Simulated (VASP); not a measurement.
A run of VASP 6.6.1 is set up as follows.

The input INCAR:

```
PREC = Accurate
ENCUT = 520
EDIFF = 1E-7
ISMEAR = 0
SIGMA = 0.15
LREAL = F
LASPH = T
NELM = 60
ALGO = Normal
ISIF = 2
LWAVE = F
LCHARG = F
GGA = PE
IVDW = 12
NBANDS = 22
```

The input KPOINTS:

```
regular mesh
0
Gamma
  10 10 10
```

Contents of POSCAR:

```
GaSb3
1.0
    0.0000000000      3.6481278280      3.6481278280
    3.6481278280      0.0000000000      3.6481278280
    3.6481278280      3.6481278280      0.0000000000
Ga Sb
1 3
Direct
    0.0000000000      0.0000000000      0.0000000000
    0.2685026411      0.2314973589      0.2314973589
    0.7314973589      0.7685026411      0.7685026411
    0.5000000000      0.5000000000      0.5000000000
```

Potentials or basis: VASP PAW PBE potentials, release 64 (Ga_d, Sb).

The run is started by

```console
$ cat potpaw_PBE.64/Ga_d/POTCAR potpaw_PBE.64/Sb/POTCAR > POTCAR
$ mpirun -np 1 vasp_std > vasp.out
```

Task: Predict the dispersion energy per atom.

Result: -0.479 eV.

Task: What does it give for the pressure?

Result: 0.5 GPa.

Task: What does it give for the largest force?

Result: 0.491 eV/Å.

Task: What does it give for the band gap on the k mesh?

Result: Zero (bands 14 and 15 overlap by 3.75 eV).

Forces in eV/Å, atoms in the order of the input:
```
Ga   0.000  0.000  0.000
Sb   0.491  0.000  0.000
Sb  -0.491  0.000  0.000
Sb   0.000  0.000  0.000
```

Caveat: the cell differs from its parent crystal (atoms displaced along a vibrational mode); spin-orbit coupling is left out, which moves the levels of the heavy elements.
